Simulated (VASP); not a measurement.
The system is CsBa3.

```
Ba Cs
1.0
     0.00000    5.22128    5.22128
     5.22128    0.00000    5.22128
     5.22128    5.22128    0.00000
Ba Cs
3 1
Direct
  0.50000 0.50000 0.50000
  0.75000 0.75000 0.75000
  0.25000 0.25000 0.25000
  0.00000 0.00000 0.00000
```

* Program: VASP 6.6.1
* Task: relaxation of cell and atoms
* Functional: PBEsol
* Potentials or basis: VASP PAW PBE potentials, release 64 (Ba_sv, Cs_sv)
* Cutoff: 600 eV
* k mesh: 5 × 5 × 5
* Occupations: fermi-dirac, width 0.05 eV
* Spin: no spin polarisation

At the start: pressure -0.5 GPa; volume 71.17 Å³/atom.

Task: Where does the relaxation end?

Result: Over 4 steps the energy falls by 8.8 meV/atom and the volume is 65.55 Å³/atom (-7.9 %); space group Fm-3m (No. 225, to 0.1 Å) before and after.

The path:
```
step  energy change (eV)  largest force (eV/Å)  pressure (GPa)  volume (Å³)
   1              0.0000                0.0000           -0.47       284.68
   2             -0.0210                0.0000           -0.31       276.12
   3             -0.0349                0.0000           -0.03       263.33
   4             -0.0350                0.0000            0.00       262.21
```

Final structure:
```
Ba Cs
1.0
     0.00000    5.08013    5.08013
     5.08013    0.00000    5.08013
     5.08013    5.08013    0.00000
Ba Cs
3 1
Direct
  0.50000 0.50000 0.50000
  0.75000 0.75000 0.75000
  0.25000 0.25000 0.25000
  0.00000 0.00000 0.00000
```

Caveat: the PAW data sets were made with another functional, which shifts forces and pressure a little.
